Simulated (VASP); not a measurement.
Set up this calculation in VASP 6.6.1, as the native input.

```yaml
Task: single point
Functional: PBE
Potentials_or_basis: VASP PAW PBE potentials, release 64 (Ni, Sb)
Cutoff: 520 eV
k_mesh: 6 × 6 × 6
Occupations: gaussian, width 0.1 eV
Spin: no spin polarisation
Dipole_correction: no
Further_INCAR_settings: ALGO = Normal; EDIFF = 1e-07; NBANDS = 14
```

The structure of NiSb lies in POSCAR:

```
NiSb
1.0
    0.0000000000      2.8533720845      2.8533720845
    2.8533720845      0.0000000000      2.8533720845
    2.8533720845      2.8533720845      0.0000000000
Ni Sb
1 1
Direct
    0.0000000000      0.0000000000      0.0000000000
    0.7500000000      0.7500000000      0.7500000000
```

These files were run (other wordings do the same):

INCAR

```
SYSTEM = NiSb
ALGO = Normal ; EDIFF = 1E-7
ENCUT = 520 ; GGA = PE
ISIF = 2 ; ISMEAR = 0
LASPH = .TRUE. ; LCHARG = .FALSE.
LREAL = .FALSE. ; LWAVE = .FALSE.
NBANDS = 14 ; NELM = 80
PREC = Accurate ; SIGMA = 0.1
```

KPOINTS

```
k-points
0
G
  6 6 6
  0 0 0
```

Potentials or basis: VASP PAW PBE potentials, release 64 (Ni, Sb).

Run with:

```sh
$ cat potpaw_PBE.64/Ni/POTCAR potpaw_PBE.64/Sb/POTCAR > POTCAR
$ mpirun -np 1 vasp_std > vasp.out
```

It gave:

| Quantity | Value |
| --- | --- |
| Pressure | 0.0 GPa |
| Band gap on the k mesh | zero (an odd number of electrons rules out a gap without spin polarisation) |

Caveat: spin-orbit coupling is left out, which moves the levels of the heavy elements; an odd number of electrons without spin polarisation forces a metal; a magnetic or distorted state may lie lower.

Wall time 36 s on 1 thread of Intel Xeon 8259CL, on a shared host, peak memory 0.17 GiB.
